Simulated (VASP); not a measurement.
Write the native input for VASP 6.6.1 that does the following.

* Task: single point
* Functional: PBE
* Potentials or basis: VASP PAW PBE potentials, release 64 (Te)
* Cutoff: 520 eV
* k mesh: 15 × 15 × 15
* Occupations: gaussian, width 0.15 eV
* Spin: no spin polarisation
* Dipole correction: no
* Further INCAR settings: ALGO = Normal; EDIFF = 1e-07; NBANDS = 9

The structure of Te lies in POSCAR:

```
Te
1.0
    2.2748757386      1.3134001201      1.8244410916
   -2.2748757386      1.3134001201      1.8244410916
    0.0000000000     -2.6268002401      1.8244410916
Te
1
Direct
    0.5000000000      0.5000000000      0.5000000000
```

These files were run (other wordings do the same):

INCAR

```
  PREC = Accurate
  ENCUT = 520
  EDIFF = 1E-7
  ISMEAR = 0
  SIGMA = 0.15
  LREAL = F
  LASPH = T
  NELM = 100
  ALGO = Normal
  ISIF = 2
  LWAVE = F
  LCHARG = T
  GGA = PE
  LELF = T
  LVHAR = T
  NBANDS = 9
```

KPOINTS

```
regular mesh
0
Gamma
  15 15 15
```

Potentials or basis: VASP PAW PBE potentials, release 64 (Te).

Command:

```bash
$ cat potpaw_PBE.64/Te/POTCAR > POTCAR
$ mpirun -np 1 vasp_std > vasp.out
```

It gave:

```
Pressure               : 0.0 GPa
Band gap on the k mesh : zero (band 3 reaches 8.93 eV, above the bottom of band 4 at 3.59 eV)
```

Caveat: spin-orbit coupling is left out, which moves the levels of the heavy elements.

Wall time 28 s on 1 thread of AMD EPYC 9R45 96-Core Processor (Zen 5), on a shared host, peak memory 0.18 GiB.
